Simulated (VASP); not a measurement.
# Fe: relaxation of cell and atoms with BLYP+D3(BJ)

The system is Fe.

```
CELL_PARAMETERS angstrom
2.34700 0.00000 0.00000
-1.17350 2.03256 0.00000
0.00000 0.00000 3.79700
ATOMIC_POSITIONS crystal
Fe 0.33333 0.66667 0.25000
Fe 0.66667 0.33333 0.75000
```

```
Program                : VASP 6.6.1
Task                   : relaxation of cell and atoms
Functional             : BLYP
Dispersion             : D3(BJ)
Potentials or basis    : VASP PAW PBE potentials, release 64 (Fe)
Cutoff                 : 600 eV
k mesh                 : 15 × 15 × 8
Occupations            : fermi-dirac, width 0.1 eV
Spin                   : collinear spin, ferromagnetic start
Starting moments       : [4.5, 4.5] μB
Dipole correction      : no
Further INCAR settings : ALGO = Normal; EDIFF = 1e-07; IBRION = 2; EDIFFG = -0.02; NSW = 80; ISIF = 3
```

```
Relaxed volume                                        : 10.07 Å³/atom
Relaxed cell                                          : a = 2.451 Å, b = 2.451 Å, c = 3.872 Å, α = 90.00°, β = 90.00°, γ = 120.00°
Space group after relaxing (to 0.05 Å)                : P6_3/mmc (No. 194)
Energy gained by relaxing                             : 119.1 meV/atom
Ionic steps                                           : 9
Pressure after relaxing                               : 0.0 GPa
Band gap on the k mesh                                : zero (filled and empty bands overlap)
Net moment                                            : 0.00 μB per cell
Valence electrons inside the program's atomic spheres : Fe 7.58
Dispersion energy per atom                            : -0.935 eV
```

Step by step:
```tsv
step	energy change (eV)	largest force (eV/Å)	pressure (GPa)	volume (Å³)
1	0.0000	0.0000	39.87	18.11
2	0.3948	0.0000	-36.71	24.68
3	-0.2346	0.0000	-2.37	20.30
4	-0.2354	0.0000	-0.69	20.18
5	-0.2354	0.0000	-0.07	20.14
6	-0.2382	0.0000	0.48	20.11
7	-0.2383	0.0000	0.40	20.11
8	-0.2382	0.0000	-0.49	20.18
9	-0.2383	0.0000	0.00	20.14
```

Final structure:
```cif
data_structure
_symmetry_space_group_name_H-M 'P 1'
_symmetry_Int_Tables_number 1
_cell_length_a 2.4507
_cell_length_b 2.4507
_cell_length_c 3.8722
_cell_angle_alpha 90.000
_cell_angle_beta 90.000
_cell_angle_gamma 120.000
_cell_volume 20.14
loop_
_atom_site_label
_atom_site_type_symbol
_atom_site_fract_x
_atom_site_fract_y
_atom_site_fract_z
_atom_site_occupancy
Fe1 Fe 0.33333 0.66667 0.25000 1
Fe2 Fe 0.66667 0.33333 0.75000 1
```

Levels at points of the mesh, in eV from the Fermi level:
Spin up:
| k point | band 5 | band 6 | band 7 | band 8 | band 9 | band 10 | band 11 | band 12 |
| --- | --- | --- | --- | --- | --- | --- | --- | --- |
| (0.00, 0.00, 0.00) | -1.55 | -1.22 | -1.22 | -0.88 | -0.88 | 0.72 | 0.72 | 0.82 |
| (0.00, 0.00, 0.50) | -1.81 | -1.81 | -1.81 | -1.81 | 0.32 | 0.32 | 0.32 | 0.32 |
Spin down:
```csv
k point,band 5,band 6,band 7,band 8,band 9,band 10,band 11,band 12
"(0.00, 0.00, 0.00)",-1.55,-1.22,-1.22,-0.88,-0.88,0.72,0.72,0.82
"(0.00, 0.00, 0.50)",-1.81,-1.81,-1.81,-1.81,0.32,0.32,0.32,0.32
```

Run time: 4.4 min on 1 thread of Intel(R) Xeon(R) 6975P-C (Granite Rapids) (shared host), peak memory 0.21 GiB.

Caveat: the starting moments collapsed, and a magnetic state may lie lower; the PAW data sets were made with another functional, which shifts forces and pressure a little; the volume moved by +11 % from the deposited cell, more than functionals usually miss; pairwise dispersion overbinds metals, which lowers pressure and volume. Zero-point motion and thermal expansion aren't in these numbers.
